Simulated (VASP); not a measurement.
Set up this calculation in VASP 6.6.1, as the native input.

```yaml
Task: single point
Functional: r2SCAN
Potentials_or_basis: VASP PAW PBE potentials, release 64 (Cd, Se)
Cutoff: 520 eV
k_mesh: 4 × 4 × 4
Occupations: gaussian, width 0.01 eV
Spin: no spin polarisation
Dipole_correction: no
Further_INCAR_settings: ALGO = Normal; EDIFF = 1e-06; NBANDS = 16
```

The system is CdSe.

```
Cd Se
1.0
     0.00000    3.06778    3.06778
     3.06778    0.00000    3.06778
     3.06778    3.06778    0.00000
Cd Se
1 1
Cartesian
  0.0000 0.0000 0.0000
  1.5339 1.5339 1.5339
```

The input as run:

POSCAR

```
CdSe
1.0
    0.0000000000      3.0677809647      3.0677809647
    3.0677809647      0.0000000000      3.0677809647
    3.0677809647      3.0677809647      0.0000000000
Cd Se
1 1
Direct
    0.0000000000      0.0000000000      0.0000000000
    0.2500000000      0.2500000000      0.2500000000
```

INCAR.step1

```
SYSTEM = CdSe
PREC = Accurate
ENCUT = 520
ISMEAR = 0
SIGMA = 0.01
LREAL = .FALSE.
LASPH = .TRUE.
NELM = 60
NBANDS = 16
GGA = PE
ALGO = Normal
EDIFF = 1E-4
LWAVE = .TRUE.
LCHARG = .FALSE.
```

INCAR.step2

```
SYSTEM = CdSe
PREC = Accurate
ENCUT = 520
EDIFF = 1E-6
ISMEAR = 0
SIGMA = 0.01
LREAL = .FALSE.
LASPH = .TRUE.
NELM = 60
ALGO = Normal
ISIF = 2
LWAVE = .FALSE.
LCHARG = .FALSE.
METAGGA = R2SCAN
LMIXTAU = .TRUE.
NBANDS = 16
ISTART = 1
```

KPOINTS

```
Automatic mesh
0
G
  4 4 4
  0 0 0
```

Potentials or basis: VASP PAW PBE potentials, release 64 (Cd, Se).

Launch:

```bash
$ cat potpaw_PBE.64/Cd/POTCAR potpaw_PBE.64/Se/POTCAR > POTCAR
$ cp INCAR.step1 INCAR
$ mpirun -np 1 vasp_std > vasp.out
$ cp INCAR.step2 INCAR
$ mpirun -np 1 vasp_std > vasp.out
```

It gave:

| Quantity | Value |
| --- | --- |
| Pressure | 0.4 GPa |
| Band gap on the k mesh | 1.01 eV, direct |

Caveat: the k points lie up to 0.44 Å⁻¹ apart; the PAW data sets were made with another functional, which shifts forces and pressure a little.

Wall time 27 s on 1 thread of Intel(R) Xeon(R) Platinum 8488C (Sapphire Rapids), on a shared host, peak memory 0.18 GiB.
